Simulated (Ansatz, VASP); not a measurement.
# One calculation of PdCl4, two programs

```xyz
5
Lattice="3.9737 -4.5359 0.0000 3.9737 4.5359 0.0000 0.0000 0.0000 3.5406" Properties=species:S:1:pos:R:3 pbc="T T T"
Pd    0.0000    0.0000    0.0000
Cl    3.9737   -2.9412    1.7703
Cl    3.9737    2.9412    1.7703
Cl    2.3302    0.0000    0.0000
Cl    5.6172    0.0000    0.0000
```

Change from the starting cell: species swapped into the OsCl4 type (Cmmm, No. 65).

Alike in both runs: functional PBE; k mesh 6 × 6 × 10; occupations gaussian, width 0.1 eV; no spin polarisation.

Ansatz relaxed the structure, and its values are those at the end. VASP's run is a single point on that final structure, the one shown.

|  | VASP | Ansatz |
| --- | --- | --- |
| version | VASP 6.6.1 | Ansatz 0.2.0 |
| potentials or method | VASP PAW PBE potentials, release 64 (Pd, Cl), cutoff 520 eV | scalar-relativistic, plane waves, PAW |
| valence electrons in the cell | 38 | 46 |

Ansatz gave:

- gap on the k mesh at the Fermi level (eV): none
- pressure (GPa): 0.0
- rms of the force components (eV/Å): 0.001

Q: What did VASP give for the same quantities?

A: gap on the k mesh at the Fermi level (eV): none; pressure (GPa): -0.2; rms of the force components (eV/Å): 0.014.

A gap of «none» marks a metal or a gap that the smearing closes. The functional is the same, so the differences come from potentials, cutoffs and numerics. VASP's potentials hold 38 valence electrons a cell and Ansatz's 46, so a difference there can come from the potentials and not from the codes.
